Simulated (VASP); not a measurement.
A run of VASP 6.6.1 is set up as follows.

The input INCAR:

```
SYSTEM = MnSe
ALGO = Normal ; EDIFF = 1E-6
ENCUT = 520 ; GGA = PS
ISIF = 2 ; ISMEAR = -1
ISPIN = 2 ; LASPH = .TRUE.
LCHARG = .TRUE. ; LELF = .TRUE.
LMAXMIX = 4 ; LORBIT = 11
LREAL = .FALSE. ; LVHAR = .TRUE.
LWAVE = .FALSE. ; MAGMOM = 3 0
NBANDS = 20 ; NELM = 150
PREC = Accurate ; SIGMA = 0.08
```

The input KPOINTS:

```
k-points
0
G
  15 15 15
  0 0 0
```

Contents of POSCAR:

```
MnSe
1.0
    0.0000000000      2.0812600014      2.0812600014
    2.0812600014      0.0000000000      2.0812600014
    2.0812600014      2.0812600014      0.0000000000
Mn Se
1 1
Direct
    0.0000000000      0.0000000000      0.0000000000
    0.5000000000      0.5000000000      0.5000000000
```

Potentials or basis: VASP PAW PBE potentials, release 64 (Mn_pv, Se).

Run with:

```console
$ cat potpaw_PBE.64/Mn_pv/POTCAR potpaw_PBE.64/Se/POTCAR > POTCAR
$ mpirun -np 1 vasp_std > vasp.out
```

**Question.** Predict the net moment.

**Answer.** 0.89 μB per cell.

**Question.** Estimate the site moments.

**Answer.** Mn +0.84; Se +0.04 μB.

Caveat: a cell with one magnetic atom can't hold antiferromagnetic order, which such compounds often take.
